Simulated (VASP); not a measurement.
# SrAlBO: single point with PBE

The system is SrAlBO.

```
CELL_PARAMETERS angstrom
3.69711 0.00000 0.00000
-1.84855 3.20179 0.00000
0.00000 0.00000 5.20479
ATOMIC_POSITIONS crystal
Sr 0.33333 0.66667 0.50000
Al 0.00000 0.00000 0.00000
B 0.66667 0.33333 0.50000
O 0.33333 0.66667 0.00000
```

```
Program             : VASP 6.6.1
Task                : single point
Functional          : PBE
Potentials or basis : VASP PAW PBE potentials, release 64 (Sr_sv, Al, B, O)
Cutoff              : 520 eV
k mesh              : 6 × 6 × 4
Occupations         : gaussian, width 0.1 eV
Spin                : no spin polarisation
```

```
Pressure               : 13.6 GPa
Band gap on the k mesh : zero (band 11 reaches 4.69 eV, above the bottom of band 12 at 3.57 eV)
```

Stress tensor (GPa, compression positive):
```
20.87  0.00  0.00
 0.00 20.87  0.00
 0.00  0.00 -0.92
```

Levels at points of the mesh, in eV from the Fermi level:
| k point | band 9 | band 10 | band 11 | band 12 | band 13 | band 14 |
| --- | --- | --- | --- | --- | --- | --- |
| (0.00, 0.00, 0.00) | -3.69 | -1.23 | -0.61 | -0.61 | 0.41 | 6.22 |
| (0.50, 0.00, 0.00) | -3.10 | -1.36 | -0.16 | 2.27 | 2.88 | 2.95 |
| (0.00, 0.00, 0.50) | -4.01 | -2.90 | -0.55 | -0.55 | 3.28 | 3.76 |
| (0.50, 0.00, 0.50) | -3.60 | -0.36 | -0.35 | 0.53 | 2.87 | 3.96 |

Run time: 19 s on 1 thread of Intel(R) Xeon(R) Platinum 8124M CPU @ 3.00GHz (Skylake/Cascade Lake) (shared host), peak memory 0.2 GiB.
